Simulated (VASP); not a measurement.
Write the native input for VASP 6.6.1 that does the following.

* Task: single point
* Functional: PBEsol
* Potentials or basis: VASP PAW PBE potentials, release 64 (Be, As, I)
* Cutoff: 520 eV
* k mesh: 4 × 4 × 2
* Occupations: fermi-dirac, width 0.03 eV
* Spin: no spin polarisation
* Dipole correction: no
* Further INCAR settings: ALGO = Normal; EDIFF = 1e-06; NBANDS = 30

The structure of BeAsI5 lies in POSCAR:

```
BeAsI5
1.0
    5.0223445444      0.0000000000      0.0000000000
    0.0000000000      5.0223445444      0.0000000000
    0.0000000000      0.0000000000      7.8532822089
Be As I
1 1 5
Direct
    0.0000000000      0.0000000000      0.5000000000
    0.5000000000      0.5000000000      0.0000000000
    0.0000000000      0.0000000000      0.0000000000
    0.5000000000      0.0000000000      0.7117051796
    0.0000000000      0.5000000000      0.7117051796
    0.5000000000      0.0000000000      0.2882948204
    0.0000000000      0.5000000000      0.2882948204
```

These files were run (other wordings do the same):

INCAR

```
PREC = Accurate
ENCUT = 520
EDIFF = 1E-6
ISMEAR = -1
SIGMA = 0.03
LREAL = False
LASPH = True
NELM = 60
ALGO = Normal
ISIF = 2
LWAVE = False
LCHARG = False
GGA = PS
NBANDS = 30
```

KPOINTS

```
regular mesh
0
Gamma
  4 4 2
```

Potentials or basis: VASP PAW PBE potentials, release 64 (Be, As, I).

Launch:

```sh
$ cat potpaw_PBE.64/Be/POTCAR potpaw_PBE.64/As/POTCAR potpaw_PBE.64/I/POTCAR > POTCAR
$ mpirun -np 1 vasp_std > vasp.out
```

Results of the run:

```json
{
  "Pressure": "0.0 GPa",
  "Band gap on the k mesh": "zero (bands 21 and 22 overlap by 0.74 eV)"
}
```

Caveat: the k points lie up to 0.40 Å⁻¹ apart, too coarse for converged energies and pressures of a metal; the PAW data sets were made with another functional, which shifts forces and pressure a little; spin-orbit coupling is left out, which moves the levels of the heavy elements.

It took 70 s on 1 thread of Intel(R) Xeon(R) Platinum 8259CL CPU @ 2.50GHz (Skylake/Cascade Lake), with other jobs on the host, peak memory 0.32 GiB.
